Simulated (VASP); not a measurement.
# ZnS (I-4m2) in VASP: further runs

ZnS is run at these levels: PBE; tasks: single point.

Everything below comes from runs of VASP 6.6.1. Logs are shortened: lines on timing, memory, paths and dates and some standing lists are left out, and cuts for length are marked.

**1. The cell of the first run**

It takes space group I-4m2 (No. 119, tetragonal). The conventional cell has a = 3.791 Å, b = 3.791 Å, c = 5.525 Å, α = 90.00°, β = 90.00°, γ = 90.00°. Zn (site symmetry -4m2) has 4 S at 2.35 Å within 3.1 Å. S (site symmetry -4m2) has 4 Zn at 2.35 Å within 3.1 Å.

**2. Single point, PBE (strain -0.015 along x and y, +0.015 along z)**

Input file INCAR:

```
SYSTEM = ZnS
  PREC = Accurate
  ENCUT = 520
  EDIFF = 1E-7
  ISMEAR = 0
  SIGMA = 0.05
  LREAL = .False.
  LASPH = .True.
  NELM = 80
  ALGO = Normal
  ISIF = 2
  LWAVE = .False.
  LCHARG = .False.
  GGA = PE
  NBANDS = 16
```

Input file KPOINTS:

```
Automatic mesh
0
Gamma
  8 8 8
  0 0 0
```

Input file POSCAR:

```
ZnS
1.0
    0.0000000000      2.6807405248      2.7623874444
    2.6807405248      0.0000000000      2.7623874444
    2.6807405248      2.6807405248      0.0000000000
Zn S
1 1
Direct
    0.0000000000      0.0000000000      0.0000000000
    0.7500000000      0.7500000000      0.7500000000
```

Potentials or basis: VASP PAW PBE potentials, release 64 (Zn, S).

On the command line:

```console
> cat potpaw_PBE.64/Zn/POTCAR potpaw_PBE.64/S/POTCAR > POTCAR
> mpirun -np 1 vasp_std > vasp.out
```

OUTCAR:

```text
SYSTEM = ZnS
   PREC = Accurate
   ENCUT = 520
   EDIFF = 1E-7
   ISMEAR = 0
   LREAL = .False.
   LASPH = .True.
   NELM = 80
   ISIF = 2
   GGA = PE

 ion  position               nearest neighbor table
   1  0.000  0.000  0.000-   2 2.35   2 2.35   2 2.35   2 2.35
   2  0.750  0.750  0.750-   1 2.35   1 2.35   1 2.35   1 2.35

  LATTYP: Found a body centered tetragonal cell.
 ALAT       =     3.7911396074
 C/A-ratio  =     1.4572860567

  Lattice vectors:

 A1 = (  -2.6807405248,   0.0000000000,   2.7623874444)
 A2 = (   2.6807405248,   0.0000000000,   2.7623874444)
 A3 = (   0.0000000000,   2.6807405248,  -2.7623874444)

Analysis of symmetry for initial positions (statically):
=====================================================================
 Subroutine PRICEL returns:
 Original cell was already a primitive cell.

 Routine SETGRP: Setting up the symmetry group for a
 body centered tetragonal supercell.

 Subroutine GETGRP returns: Found  8 space group operations
 (whereof  8 operations were pure point group operations)
 out of a pool of 16 trial point group operations.

The static configuration has the point symmetry D_2d.

Analysis of symmetry for dynamics (positions and initial velocities):
=====================================================================
 Subroutine PRICEL returns:
 Original cell was already a primitive cell.

 Routine SETGRP: Setting up the symmetry group for a
 body centered tetragonal supercell.

 Subroutine GETGRP returns: Found  8 space group operations
 (whereof  8 operations were pure point group operations)
 out of a pool of 16 trial point group operations.

The dynamic configuration has the point symmetry D_2d.

 Subroutine INISYM returns: Found  8 space group operations
 (whereof  8 operations are pure point group operations),
 and found     1 'primitive' translations

----------------------------------------------------------------------------------------

                                     Primitive cell

  volume of cell :      39.7031

  direct lattice vectors                    reciprocal lattice vectors
     0.000000000  2.680740525  2.762387444    -0.186515627  0.186515627  0.181002850
     2.680740525  0.000000000  2.762387444     0.186515627 -0.186515627  0.181002850
     2.680740525  2.680740525  0.000000000     0.186515627  0.186515627 -0.181002850

  length of vectors
     3.849305672  3.849305672  3.791139607     0.319903407  0.319903407  0.319903407

  position of ions in fractional coordinates (direct lattice)
     0.000000000  0.000000000  0.000000000
     0.750000000  0.750000000  0.750000000

  ion indices of the primitive-cell ions
   primitive index   ion index
                 1           1
                 2           2

----------------------------------------------------------------------------------------

 KPOINTS: Automatic mesh

Automatic generation of k-mesh.
 Grid dimensions read from file:
 generate k-points for:    8    8    8

 Generating k-lattice:

  Cartesian coordinates                     Fractional coordinates (reciprocal lattice)
    -0.023314453  0.023314453  0.022625356     0.125000000  0.000000000  0.000000000
     0.023314453 -0.023314453  0.022625356     0.000000000  0.125000000  0.000000000
     0.023314453  0.023314453 -0.022625356    -0.000000000 -0.000000000  0.125000000

  Length of vectors
     0.039987926  0.039987926  0.039987926

  Shift w.r.t. Gamma in fractional coordinates (k-lattice)
     0.000000000  0.000000000  0.000000000

 Subroutine IBZKPT returns following result:
 ===========================================

 Found     59 irreducible k-points:

 Following reciprocal coordinates:
            Coordinates               Weight
  0.000000  0.000000  0.000000      1.000000
  0.125000  0.000000  0.000000      8.000000
  0.250000  0.000000  0.000000      8.000000
  0.375000  0.000000  0.000000      8.000000
  0.500000  0.000000  0.000000      4.000000
  0.125000  0.125000  0.000000      2.000000
[... 16 lines left out ...]
  0.250000  0.000000  0.125000     16.000000
  0.375000  0.000000  0.125000     16.000000
 [... further k-points ...]
   k-points           NKPTS =     59   k-points in BZ     NKDIM =     59   number of bands    NBANDS=     16
   number of dos      NEDOS =    301   number of ions     NIONS =      2
   total plane-waves  NPLWV =  25200
   dimension x,y,z NGX =    30 NGY =   30 NGZ =   28
   dimension x,y,z NGXF=    60 NGYF=   60 NGZF=   56
   ions per type =               1   1
   NGX,Y,Z   is equivalent  to a cutoff of  12.96, 12.96, 12.28 a.u.
   NGXF,Y,Z  is equivalent  to a cutoff of  25.91, 25.91, 24.56 a.u.
 SYSTEM =  ZnS
   PREC   = accura    normal or accurate (medium, high low for compatibility)
   ISTART =      0    job   : 0-new  1-cont  2-samecut
   ICHARG =      2    charge: 1-file 2-atom 10-const
   ISPIN  =      1    spin polarized calculation?
   LNONCOLLINEAR =      F non collinear calculations
   LSORBIT =      F    spin-orbit coupling
   LASPH  =      T    aspherical Exc in radial PAW
   ENCUT  =  520.0 eV  38.22 Ry    6.18 a.u.   7.16  7.16  7.05*2*pi/ulx,y,z
   NELM   =     80;   NELMIN=  2; NELMDL= -5     # of ELM steps
   EDIFF  = 0.1E-06   stopping-criterion for ELM
   LREAL  =      F    real-space projection
   EDIFFG = 0.1E-05   stopping-criterion for IOM
   NSW    =      0    number of steps for IOM
   IBRION =     -1    ionic relax: 0-MD 1-quasi-New 2-CG
   NFREE  =      0    steps in history (QN), initial steepest desc. (CG)
   ISIF   =      2    stress and relaxation
   ISYM   =      2    0-nonsym 1-usesym 2-fastsym
   POTIM  = 0.5000    time-step for ionic-motion
   TEBEG  =    0.0;   TEEND  =   0.0 temperature during run
   PSTRESS=    0.0 pullay stress
   NELECT =      18.0000    total number of electrons
   NUPDOWN=      -1.0000    fix difference up-down
   EMIN   =  10.00;   EMAX   =-10.00  energy-range for DOS
   EFERMI =   0.00;   METHOD = LEGACY
   ISMEAR =     0;   SIGMA  =   0.05  broadening in eV -4-tet -1-fermi 0-gaus
   EFERMI_NEDOS =   21; number of points for ismear=-14 and -15
   IALGO  =     38    algorithm
   IMIX   =      4    mixing-type and parameters
     AMIX     =   0.40;   BMIX     =  1.00
     AMIX_MAG =   1.60;   BMIX_MAG =  1.00
  volume/ion in A,a.u.               =      19.85       133.96
  Fermi-wavevector in a.u.,A,eV,Ry     =   1.257644  2.376602 21.519895  1.581668
  Thomas-Fermi vector in A             =   2.391293
   LORBIT       =      0    0 simple, 1 ext, 2 COOP (PROOUT), +10 PAW based schemes
   GGA     = PE    functional components
   LHFCALC =     F    Hartree Fock is set to
   AEXX    =    0.0000 exact exchange contribution
   IVDW    =     0    specifies the selected vdW correction
   LEPSILON=     F    determine dielectric tensor
   LRPA    =     F    only Hartree local field effects (RPA)
 non-spin polarized calculation
 Gauss-broadening in eV      SIGMA  =   0.05
  energy-cutoff  :      520.00
  volume of cell :       39.70
 maximum number of plane-waves:      1079
 NGX is ok and might be reduce to    30
   NGX = 15   NGY = 15   NGZ = 15

 number of electron      18.0000001 magnetization

 Free energy of the ion-electron system (eV)
  ---------------------------------------------------
  ext. energy  EPLUGINS =         0.00000000
  ---------------------------------------------------
  free energy    TOTEN  =        -6.84636783 eV

  energy without entropy =       -6.84636783  energy(sigma->0) =       -6.84636783

 E-fermi :   2.3517     XC(G=0):  -9.6012

 val. band max:        2.0838274871   @ k =   0.0000   0.0000   0.0000
 cond. band min:       4.1308556715   @ k =   0.0000   0.0000   0.0000
 fundamental gap:      2.0470281844
 Fermi energy:         2.3517496610

 k-point     1 :       0.0000    0.0000    0.0000
  band No.  band energies     occupation
      1     -11.0466      2.00000
      2      -4.2770      2.00000
      3      -4.2586      2.00000
      4      -4.2585      2.00000
      5      -3.7796      2.00000
      6      -3.7714      2.00000
[... 8 lines left out ...]
     15      13.9147      0.00000
     16      14.0545      0.00000

 k-point     2 :       0.1250    0.0000    0.0000
  band No.  band energies     occupation
      1     -10.9310      2.00000
      2      -4.2675      2.00000
      3      -4.2464      2.00000
      4      -4.2373      2.00000
      5      -3.7801      2.00000
      6      -3.7739      2.00000
[... 8 lines left out ...]
     15      13.4095      0.00000
     16      14.6855      0.00000

 k-point     3 :       0.2500    0.0000    0.0000
  band No.  band energies     occupation
      1     -10.6294      2.00000
      2      -4.2215      2.00000
      3      -4.2010      2.00000
      4      -4.1901      2.00000
      5      -3.7737      2.00000
      6      -3.7736      2.00000
[... 8 lines left out ...]
     15      13.0937      0.00000
     16      14.2760      0.00000

 k-point     4 :       0.3750    0.0000    0.0000
  band No.  band energies     occupation
      1     -10.2873      2.00000
      2      -4.1748      2.00000
      3      -4.1518      2.00000
      4      -3.9982      2.00000
      5      -3.7611      2.00000
      6      -3.7524      2.00000
[... 8 lines left out ...]
     15      14.0754      0.00000
     16      14.2412      0.00000
[... 324 lines left out ...]
 k-point    22 :       0.1250    0.0000    0.1250
  band No.  band energies     occupation
      1     -10.8898      2.00000
      2      -4.2783      2.00000
      3      -4.2399      2.00000
      4      -4.2196      2.00000
      5      -3.7892      2.00000
      6      -3.7660      2.00000
[... 8 lines left out ...]
     15      13.8482      0.00000
     16      15.2356      0.00000

 k-point    23 :       0.2500    0.0000    0.1250
  band No.  band energies     occupation
      1     -10.6473      2.00000
      2      -4.2703      2.00000
      3      -4.1920      2.00000
      4      -4.1697      2.00000
      5      -3.7966      2.00000
      6      -3.7548      2.00000
[... 8 lines left out ...]
     15      13.8844      0.00000
     16      15.7166      0.00000

 k-point    24 :       0.3750    0.0000    0.1250
  band No.  band energies     occupation
      1     -10.3135      2.00000
      2      -4.1909      2.00000
      3      -4.1414      2.00000
      4      -4.0768      2.00000
      5      -3.7718      2.00000
      6      -3.7397      2.00000
[... 8 lines left out ...]
     15      14.6897      0.00000
     16      15.1914      0.00000

 [... further k-points ...]
[... 5 lines left out ...]
  --------------------------------------------------------------------------------------
  -------------------------------------------------------------------------------------
  Total        0.4202711      0.4202711      0.1030889      0.0000000      0.0000000      0.0000000
  in kB       16.9596156     16.9596156      4.1600487      0.0000000      0.0000000      0.0000000
  external PRESSURE =      12.6930933 kB  Pullay stress =       0.0000000 kB

 VOLUME and BASIS-vectors are now :
 -----------------------------------------------------------------------------
  energy-cutoff  :      520.00
  volume of cell :       39.70
      direct lattice vectors                 reciprocal lattice vectors
     0.000000000  2.680740525  2.762387444    -0.186515627  0.186515627  0.181002850
     2.680740525  0.000000000  2.762387444     0.186515627 -0.186515627  0.181002850
     2.680740525  2.680740525  0.000000000     0.186515627  0.186515627 -0.181002850

 POSITION                                       TOTAL-FORCE (eV/Angst)
 -----------------------------------------------------------------------------------
      0.00000      0.00000      0.00000         0.000000      0.000000      0.000000
      4.02111      4.02111      4.14358        -0.000000     -0.000000     -0.000000
 -----------------------------------------------------------------------------------
    total drift:                               -0.000008     -0.000008     -0.000011

  FREE ENERGIE OF THE ION-ELECTRON SYSTEM (eV)
  ---------------------------------------------------
  free  energy   TOTEN  =        -6.8463678327 eV

  energy  without entropy=       -6.8463678327  energy(sigma->0) =       -6.84636783
```

Run time: 69 s. Hardware: 1 thread of Intel Xeon 8259CL, shared host; peak memory 0.18 GiB.

What came out:

```yaml
Free_energy: -6.8464 eV
Pressure: 1.3 GPa
Band_gap_on_the_k_mesh: 2.05 eV
```

Caveat: the cell differs from its parent crystal (strain -0.015 along x and y, +0.015 along z).

**3. Single point, PBE**

Input file INCAR:

```
SYSTEM = ZnS
ALGO = Normal
EDIFF = 1E-6
ENCUT = 520
GGA = PE
ISIF = 2
ISMEAR = -4
LASPH = .True.
LCHARG = .False.
LREAL = .False.
LWAVE = .False.
NBANDS = 16
NELM = 100
PREC = Accurate
SIGMA = 0.05
```

Input file KPOINTS:

```
k-points
0
Gamma
  8 8 8
  0 0 0
```

Input file POSCAR:

```
ZnS
1.0
    0.0000000000      2.7215639846      2.6807405248
    2.7215639846      0.0000000000      2.6807405248
    2.7215639846      2.7215639846      0.0000000000
Zn S
1 1
Direct
    0.0000000000      0.0000000000      0.0000000000
    0.7500000000      0.7500000000      0.7500000000
```

Potentials or basis: VASP PAW PBE potentials, release 64 (Zn, S).

On the command line:

```console
> cat potpaw_PBE.64/Zn/POTCAR potpaw_PBE.64/S/POTCAR > POTCAR
> mpirun -np 1 vasp_std > vasp.out
```

Run time: 38 s. Hardware: 1 thread of Intel Xeon 8259CL, shared host; peak memory 0.18 GiB.

It converged, with:

```yaml
Free_energy: -6.8488 eV
Pressure: 1.3 GPa
Band_gap_on_the_k_mesh: 2.05 eV
```

Stress tensor (GPa, compression positive):
```
1.06 0.00 0.00
0.00 1.06 0.00
0.00 0.00 1.65
```

Levels at points of the mesh, in eV from the valence-band top:
```tsv
k point	band 6	band 7	band 8	band 9	band 10	band 11	band 12	band 13
(0.00, 0.00, 0.00)	-5.85	-0.05	-0.05	0.00	2.05	6.37	6.37	6.37
(0.50, 0.00, 0.00)	-5.66	-5.28	-0.93	-0.85	3.26	6.83	6.97	8.82
(0.50, 0.50, 0.00)	-5.63	-4.51	-2.28	-2.28	3.34	3.94	11.01	11.87
(0.50, 0.00, 0.50)	-5.65	-4.59	-2.22	-2.19	3.41	4.09	10.84	11.83
```

[end of part 1 of 2]
